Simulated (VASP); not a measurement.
# Pt (P6_3/mmc) in VASP: a series of runs

The runs below take Pt through single point, relaxation of cell and atoms, with r2SCAN.

Everything below comes from runs of VASP 6.6.1. Logs are shortened: lines on timing, memory, paths and dates and some standing lists are left out, and cuts for length are marked.

## (1) The cell of the first run

It takes space group P6_3/mmc (No. 194, hexagonal). Conventional cell: a = 2.757 Å, b = 2.757 Å, c = 9.324 Å, α = 90.00°, β = 90.00°, γ = 120.00°. Pt (site symmetry -3m) has 12 Pt at 2.76 to 2.82 Å within 3.6 Å. Within 3.6 Å of Pt (site symmetry -6m2) lie 12 Pt at 2.76 to 2.82 Å.

## (2) Single point, r2SCAN

POSCAR reads:

```
Pt
1.0
    2.7572531897      0.0000000000      0.0000000000
   -1.3786265949      2.3878513070      0.0000000000
    0.0000000000      0.0000000000      9.3237496990
Pt
4
Direct
    0.0000000000      0.0000000000      0.0000000000
    0.0000000000      0.0000000000      0.5000000000
    0.3333333333      0.6666666667      0.7500000000
    0.6666666667      0.3333333333      0.2500000000
```

INCAR.step1 reads:

```
  PREC = Accurate
  ENCUT = 520
  ISMEAR = 0
  SIGMA = 0.1
  LREAL = F
  LASPH = T
  NELM = 80
  NBANDS = 28
  GGA = PE
  ALGO = Normal
  EDIFF = 1E-4
  LWAVE = T
  LCHARG = F
```

INCAR.step2 reads:

```
  PREC = Accurate
  ENCUT = 520
  EDIFF = 1E-6
  ISMEAR = 0
  SIGMA = 0.1
  LREAL = F
  LASPH = T
  NELM = 80
  ALGO = Normal
  ISIF = 2
  LWAVE = F
  LCHARG = T
  METAGGA = R2SCAN
  LMIXTAU = T
  LELF = T
  LVHAR = T
  NBANDS = 28
  ISTART = 1
```

KPOINTS reads:

```
regular mesh
0
Gamma
  9 9 2
```

Potentials or basis: VASP PAW PBE potentials, release 64 (Pt).

Command:

```
$ cat potpaw_PBE.64/Pt/POTCAR > POTCAR
$ cp INCAR.step1 INCAR
$ mpirun -np 1 vasp_std > vasp.out
$ cp INCAR.step2 INCAR
$ mpirun -np 1 vasp_std > vasp.out
```

OUTCAR:

```text
PREC = Accurate
   ENCUT = 520
   EDIFF = 1E-6
   ISMEAR = 0
   LREAL = F
   LASPH = T
   NELM = 80
   ISIF = 2
   METAGGA = R2SCAN
   ISTART = 1

 ion  position               nearest neighbor table
   1  0.000  0.000  0.000-   3 2.82   4 2.82   4 2.82   3 2.82   4 2.82   3 2.82
   2  0.000  0.000  0.500-   3 2.82   4 2.82   4 2.82   3 2.82   4 2.82   3 2.82
   3  0.333  0.667  0.750-   1 2.82   2 2.82   1 2.82   2 2.82   1 2.82   2 2.82
   4  0.667  0.333  0.250-   1 2.82   2 2.82   1 2.82   2 2.82   1 2.82   2 2.82

  LATTYP: Found a hexagonal cell.
 ALAT       =     2.7572531897
 C/A-ratio  =     3.3815355564

  Lattice vectors:

 A1 = (   2.7572531897,   0.0000000000,   0.0000000000)
 A2 = (  -1.3786265949,   2.3878513070,   0.0000000000)
 A3 = (   0.0000000000,   0.0000000000,   9.3237496990)

Analysis of symmetry for initial positions (statically):
=====================================================================
 Subroutine PRICEL returns:
 Original cell was already a primitive cell.

 Routine SETGRP: Setting up the symmetry group for a
 hexagonal supercell.

 Subroutine GETGRP returns: Found 24 space group operations
 (whereof 12 operations were pure point group operations)
 out of a pool of 24 trial point group operations.

The static configuration has the point symmetry D_3d.
 The point group associated with its full space group is D_6h.

Analysis of symmetry for dynamics (positions and initial velocities):
=====================================================================
 Subroutine PRICEL returns:
 Original cell was already a primitive cell.

 Routine SETGRP: Setting up the symmetry group for a
 hexagonal supercell.

 Subroutine GETGRP returns: Found 24 space group operations
 (whereof 12 operations were pure point group operations)
 out of a pool of 24 trial point group operations.

The dynamic configuration has the point symmetry D_3d.
 The point group associated with its full space group is D_6h.

 Subroutine INISYM returns: Found 24 space group operations
 (whereof 12 operations are pure point group operations),
 and found     1 'primitive' translations

----------------------------------------------------------------------------------------

                                     Primitive cell

  volume of cell :      61.3867

  direct lattice vectors                    reciprocal lattice vectors
     2.757253190  0.000000000  0.000000000     0.362679787  0.209393273  0.000000000
    -1.378626595  2.387851307  0.000000000     0.000000000  0.418786545  0.000000000
     0.000000000  0.000000000  9.323749699     0.000000000  0.000000000  0.107252986

  length of vectors
     2.757253190  2.757253190  9.323749699     0.418786545  0.418786545  0.107252986

  position of ions in fractional coordinates (direct lattice)
     0.000000000  0.000000000  0.000000000
     0.000000000  0.000000000  0.500000000
     0.333333333  0.666666667  0.750000000
     0.666666667  0.333333333  0.250000000

  ion indices of the primitive-cell ions
   primitive index   ion index
                 1           1
                 2           2
                 3           3
                 4           4

----------------------------------------------------------------------------------------

 KPOINTS: regular mesh

Automatic generation of k-mesh.
 Grid dimensions read from file:
 generate k-points for:    9    9    2

 Generating k-lattice:

  Cartesian coordinates                     Fractional coordinates (reciprocal lattice)
     0.040297754  0.023265919  0.000000000     0.111111111 -0.000000000  0.000000000
     0.000000000  0.046531838  0.000000000     0.000000000  0.111111111  0.000000000
     0.000000000  0.000000000  0.053626493     0.000000000  0.000000000  0.500000000

  Length of vectors
     0.046531838  0.046531838  0.053626493

  Shift w.r.t. Gamma in fractional coordinates (k-lattice)
     0.000000000  0.000000000  0.000000000

 Subroutine IBZKPT returns following result:
 ===========================================

 Found     24 irreducible k-points:

 Following reciprocal coordinates:
            Coordinates               Weight
  0.000000  0.000000  0.000000      1.000000
  0.111111  0.000000  0.000000      6.000000
  0.222222  0.000000  0.000000      6.000000
  0.333333 -0.000000  0.000000      6.000000
  0.444444  0.000000  0.000000      6.000000
  0.111111  0.111111  0.000000      6.000000
[... 16 lines left out ...]
  0.333333  0.222222  0.500000     12.000000
  0.333333  0.333333  0.500000      2.000000
   k-points           NKPTS =     24   k-points in BZ     NKDIM =     24   number of bands    NBANDS=     28
   number of dos      NEDOS =    301   number of ions     NIONS =      4
   total plane-waves  NPLWV =  40320
   dimension x,y,z NGX =    24 NGY =   24 NGZ =   70
   dimension x,y,z NGXF=    48 NGYF=   48 NGZF=  140
   ions per type =               4
   NGX,Y,Z   is equivalent  to a cutoff of  14.47, 14.47, 12.48 a.u.
   NGXF,Y,Z  is equivalent  to a cutoff of  28.94, 28.94, 24.96 a.u.
 SYSTEM =  unknown system
   PREC   = accura    normal or accurate (medium, high low for compatibility)
   ISTART =      1    job   : 0-new  1-cont  2-samecut
   ICHARG =      0    charge: 1-file 2-atom 10-const
   ISPIN  =      1    spin polarized calculation?
   LNONCOLLINEAR =      F non collinear calculations
   LSORBIT =      F    spin-orbit coupling
   LASPH  =      T    aspherical Exc in radial PAW
   ENCUT  =  520.0 eV  38.22 Ry    6.18 a.u.   5.13  5.13 17.34*2*pi/ulx,y,z
   NELM   =     80;   NELMIN=  2; NELMDL=  0     # of ELM steps
   EDIFF  = 0.1E-05   stopping-criterion for ELM
   LREAL  =      F    real-space projection
   EDIFFG = 0.1E-04   stopping-criterion for IOM
   NSW    =      0    number of steps for IOM
   IBRION =     -1    ionic relax: 0-MD 1-quasi-New 2-CG
   NFREE  =      0    steps in history (QN), initial steepest desc. (CG)
   ISIF   =      2    stress and relaxation
   ISYM   =      2    0-nonsym 1-usesym 2-fastsym
   POTIM  = 0.5000    time-step for ionic-motion
   TEBEG  =    0.0;   TEEND  =   0.0 temperature during run
   PSTRESS=    0.0 pullay stress
   NELECT =      40.0000    total number of electrons
   NUPDOWN=      -1.0000    fix difference up-down
   EMIN   =  10.00;   EMAX   =-10.00  energy-range for DOS
   EFERMI =   0.00;   METHOD = LEGACY
   ISMEAR =     0;   SIGMA  =   0.10  broadening in eV -4-tet -1-fermi 0-gaus
   EFERMI_NEDOS =   21; number of points for ismear=-14 and -15
   IALGO  =     38    algorithm
   IMIX   =      4    mixing-type and parameters
     AMIX     =   0.40;   BMIX     =  1.00
     AMIX_MAG =   1.60;   BMIX_MAG =  1.00
  volume/ion in A,a.u.               =      15.35       103.56
  Fermi-wavevector in a.u.,A,eV,Ry     =   1.419286  2.682062 27.407213  2.014373
  Thomas-Fermi vector in A             =   2.540323
   LORBIT       =      0    0 simple, 1 ext, 2 COOP (PROOUT), +10 PAW based schemes
   METAGGA = R2SCAN    functional components
   LHFCALC =     F    Hartree Fock is set to
   AEXX    =    0.0000 exact exchange contribution
   IVDW    =     0    specifies the selected vdW correction
   LEPSILON=     F    determine dielectric tensor
   LRPA    =     F    only Hartree local field effects (RPA)
 non-spin polarized calculation
 Gauss-broadening in eV      SIGMA  =   0.10
  energy-cutoff  :      520.00
  volume of cell :       61.39
 maximum number of plane-waves:      1671
 NGX is ok and might be reduce to    24
   NGX = 11   NGY = 11   NGZ = 35

 number of electron      40.0000009 magnetization

 Free energy of the ion-electron system (eV)
  ---------------------------------------------------
  ext. energy  EPLUGINS =         0.00000000
  ---------------------------------------------------
  free energy    TOTEN  =      -205.90296462 eV

  energy without entropy =     -205.86013608  energy(sigma->0) =     -205.88155035

 E-fermi :  10.7357     XC(G=0): -14.5067

 val. band max:       10.7338699899   @ k =   0.3333  -0.0000   0.0000
 cond. band min:      10.7597510192   @ k =   0.2222   0.1111   0.0000
 fundamental gap:      0.0258810293
 Fermi energy:        10.7357163064

 k-point     1 :       0.0000    0.0000    0.0000
  band No.  band energies     occupation
      1       0.3905      2.00000
      2       2.3243      2.00000
      3       2.3292      2.00000
      4       3.1834      2.00000
      5       6.4576      2.00000
      6       6.5129      2.00000
[... 20 lines left out ...]
     27      24.1145      0.00000
     28      26.1477      0.00000

 k-point     2 :       0.1111    0.0000    0.0000
  band No.  band energies     occupation
      1       0.8515      2.00000
      2       2.7631      2.00000
      3       2.7679      2.00000
      4       3.5936      2.00000
      5       6.0695      2.00000
      6       6.2743      2.00000
[... 20 lines left out ...]
     27      24.3047      0.00000
     28      26.8316      0.00000

 k-point     3 :       0.2222    0.0000    0.0000
  band No.  band energies     occupation
      1       2.0691      2.00000
      2       3.6812      2.00000
      3       3.6843      2.00000
      4       4.4094      2.00000
      5       5.5301      2.00000
      6       5.7633      2.00000
[... 20 lines left out ...]
     27      24.4437      0.00000
     28      25.0888      0.00000

 k-point     4 :       0.3333   -0.0000    0.0000
  band No.  band energies     occupation
      1       3.2611      2.00000
      2       3.8413      2.00000
      3       3.9730      2.00000
      4       4.4014      2.00000
      5       5.1460      2.00000
      6       5.2175      2.00000
[... 20 lines left out ...]
     27      21.8412      0.00000
     28      22.4135      0.00000

 k-point     5 :       0.4444    0.0000    0.0000
  band No.  band energies     occupation
      1       3.4007      2.00000
      2       3.5766      2.00000
      3       3.8504      2.00000
      4       4.2667      2.00000
      5       4.7308      2.00000
      6       5.2364      2.00000
[... 20 lines left out ...]
     27      18.6395      0.00000
     28      20.8983      0.00000

 k-point     6 :       0.1111    0.1111    0.0000
  band No.  band energies     occupation
      1       1.7085      2.00000
      2       3.5007      2.00000
      3       3.5068      2.00000
      4       4.2886      2.00000
      5       5.6480      2.00000
      6       5.9898      2.00000
[... 463 lines left out ...]
      5       4.5842      2.00000
      6       4.5842      2.00000
[... 20 lines left out ...]
     27      19.1051      0.00000
     28      19.1051      0.00000

 k-point    22 :       0.2222    0.2222    0.5000
  band No.  band energies     occupation
      1       4.3654      2.00000
      2       4.3654      2.00000
      3       4.8384      2.00000
      4       4.8384      2.00000
      5       5.6199      2.00000
      6       5.6199      2.00000
[... 20 lines left out ...]
     27      21.2252      0.00000
     28      21.2252      0.00000

 k-point    23 :       0.3333    0.2222    0.5000
  band No.  band energies     occupation
      1       4.6849      2.00000
      2       4.6849      2.00000
      3       4.7710      2.00000
      4       4.7710      2.00000
      5       5.2559      2.00000
      6       5.2559      2.00000
[... 20 lines left out ...]
     27      19.3113      0.00000
     28      19.3113      0.00000

 k-point    24 :       0.3333    0.3333    0.5000
  band No.  band energies     occupation
      1       4.8669      2.00000
      2       4.8669      2.00000
      3       5.2670      2.00000
      4       5.2670      2.00000
      5       5.6709      2.00000
      6       5.6709      2.00000
[... 20 lines left out ...]
     27      20.5349      0.00000
     28      20.5349      0.00000

------------------------ aborting loop because EDIFF is reached ----------------------------------------

  FORCE on cell =-STRESS in cart. coord.  units (eV):
  Direction    XX          YY          ZZ          XY          YZ          ZX
  --------------------------------------------------------------------------------------
  -------------------------------------------------------------------------------------
  Total        0.3097800      0.3097800      0.0824370     -0.0000000      0.0000000      0.0000000
  in kB        8.0851745      8.0851745      2.1515844     -0.0000000      0.0000000      0.0000000
  external PRESSURE =       6.1073112 kB  Pullay stress =       0.0000000 kB

 VOLUME and BASIS-vectors are now :
 -----------------------------------------------------------------------------
  energy-cutoff  :      520.00
  volume of cell :       61.39
      direct lattice vectors                 reciprocal lattice vectors
     2.757253190  0.000000000  0.000000000     0.362679787  0.209393273  0.000000000
    -1.378626595  2.387851307  0.000000000     0.000000000  0.418786545  0.000000000
     0.000000000  0.000000000  9.323749699     0.000000000  0.000000000  0.107252986

 POSITION                                       TOTAL-FORCE (eV/Angst)
 -----------------------------------------------------------------------------------
      0.00000      0.00000      0.00000        -0.000000      0.000000      0.000000
      0.00000      0.00000      4.66187        -0.000000      0.000000      0.000000
     -0.00000      1.59190      6.99281         0.000000     -0.000000      0.000000
      1.37863      0.79595      2.33094        -0.000000      0.000000     -0.000000
 -----------------------------------------------------------------------------------
    total drift:                                0.000000     -0.000000     -0.000000

  FREE ENERGIE OF THE ION-ELECTRON SYSTEM (eV)
  ---------------------------------------------------
  free  energy   TOTEN  =      -205.9029646175 eV

  energy  without entropy=     -205.8601360821  energy(sigma->0) =     -205.88155035
```

Run time: 70 s. Hardware: 1 thread of Intel Xeon 6975P-C (Granite Rapids), shared host; peak memory 0.21 GiB.

Results:

```yaml
Free_energy: -205.9030 eV
Pressure: 0.6 GPa
Band_gap_on_the_k_mesh: zero (band 20 reaches 11.02 eV, above the bottom of band 21 at 9.70 eV)
```

Levels at points of the mesh, in eV from the Fermi level:
```
           k point  band 16  band 17  band 18  band 19  band 20  band 21  band 22  band 23  band 24  band 25
(0.00, 0.00, 0.00)    -2.04    -2.04    -1.41    -1.41    -1.00    -1.00    -0.56    -0.22    -0.22     5.43
(0.00, 0.00, 0.50)    -2.56    -1.76    -1.76    -1.76    -1.76    -0.54    -0.54    -0.54    -0.54     8.47
```

Caveat: the PAW data sets were made with another functional, which shifts forces and pressure a little; spin-orbit coupling is left out, which moves the levels of the heavy elements.

## (3) Single point, r2SCAN

This run uses another cell than the first one, of 16.92 Å³/atom, 1.103 times its volume.

POSCAR reads:

```
Pt
1.0
    2.8937719050      0.0000000000      0.0000000000
   -1.4468859525      2.5060799825      0.0000000000
    0.0000000000      0.0000000000      9.3329855456
Pt
4
Direct
    0.0000000000      0.0000000000      0.0000000000
    0.0000000000      0.0000000000      0.5000000000
    0.3333333333      0.6666666667      0.7500000000
    0.6666666667      0.3333333333      0.2500000000
```

INCAR.step1 reads:

```
SYSTEM = Pt
PREC = Accurate ; ENCUT = 520
ISMEAR = 0 ; SIGMA = 0.1
LREAL = .False. ; LASPH = .True.
NELM = 80 ; NBANDS = 28
GGA = PE ; ALGO = Normal
EDIFF = 1E-4 ; LWAVE = .True.
LCHARG = .False.
```

INCAR.step2 reads:

```
SYSTEM = Pt
PREC = Accurate ; ENCUT = 520
EDIFF = 1E-6 ; ISMEAR = 0
SIGMA = 0.1 ; LREAL = .False.
LASPH = .True. ; NELM = 80
ALGO = Normal ; ISIF = 2
LWAVE = .False. ; LCHARG = .True.
METAGGA = R2SCAN ; LMIXTAU = .True.
LELF = .True. ; LVHAR = .True.
NBANDS = 28 ; ISTART = 1
```

KPOINTS reads:

```
regular mesh
0
Gamma
  9 9 2
  0 0 0
```

Potentials or basis: VASP PAW PBE potentials, release 64 (Pt).

Command:

```
$ cat potpaw_PBE.64/Pt/POTCAR > POTCAR
$ cp INCAR.step1 INCAR
$ mpirun -np 1 vasp_std > vasp.out
$ cp INCAR.step2 INCAR
$ mpirun -np 1 vasp_std > vasp.out
```

Wall time 73 s (1 thread of Intel Xeon 6975P-C (Granite Rapids), shared host); peak memory 0.21 GiB.

Results (log left out):

- Free energy: -205.4567 eV
- Pressure: -19.8 GPa
- Band gap on the k mesh: zero (band 20 reaches 9.23 eV, above the bottom of band 21 at 8.09 eV)

Stress tensor (GPa, compression positive):
```
-20.96   0.00   0.00
  0.00 -20.96   0.00
  0.00   0.00 -17.45
```

Levels at points of the mesh, in eV from the Fermi level:
```
           k point  band 16  band 17  band 18  band 19  band 20  band 21  band 22  band 23  band 24  band 25
(0.00, 0.00, 0.00)    -1.89    -1.89    -1.35    -1.35    -0.85    -0.85    -0.11    -0.11     0.25     5.41
(0.00, 0.00, 0.50)    -1.88    -1.60    -1.60    -1.60    -1.60    -0.45    -0.45    -0.45    -0.45     8.61
```

Caveat: the PAW data sets were made with another functional, which shifts forces and pressure a little; spin-orbit coupling is left out, which moves the levels of the heavy elements.

[end of part 1 of 2]
